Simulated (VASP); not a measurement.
Runs of VASP 6.6.1 on Si. The structure is that of space group P6_3/mmc (No. 194), or close to it. The cells are those of the table. 

```tsv
task	cell	k mesh	cutoff (eV)	smearing	gap on the mesh (eV)	pressure (GPa)
relaxation of cell and atoms	relaxed from a = 3.820, b = 3.820, c = 6.320 Å, angles 90.0, 90.0, 120.0°, 4 atoms	9 × 9 × 6	600	gaussian 0.02 eV	0.31	0.0
single point	a = 3.802, b = 3.802, c = 6.288 Å, angles 90.0, 90.0, 120.0°, 4 atoms	9 × 9 × 6	520	gaussian 0.01 eV	0.31	0.1
single point	a = 3.802, b = 3.802, c = 6.288 Å, angles 90.0, 90.0, 120.0°, 4 atoms	9 × 9 × 6	520	gaussian 0.02 eV	0.31	0.1
single point	a = 3.820, b = 3.820, c = 6.320 Å, angles 90.0, 90.0, 120.0°, 4 atoms	6 × 6 × 4	520	gaussian 0.1 eV	(a)	-1.2
```

Alike in all rows: level LDA; potentials or basis VASP PAW LDA potentials, release 64 (Si); no spin polarisation.

Q: Estimate the missing entries.

A: (a) 0.30.

A k mesh can miss the band edges.
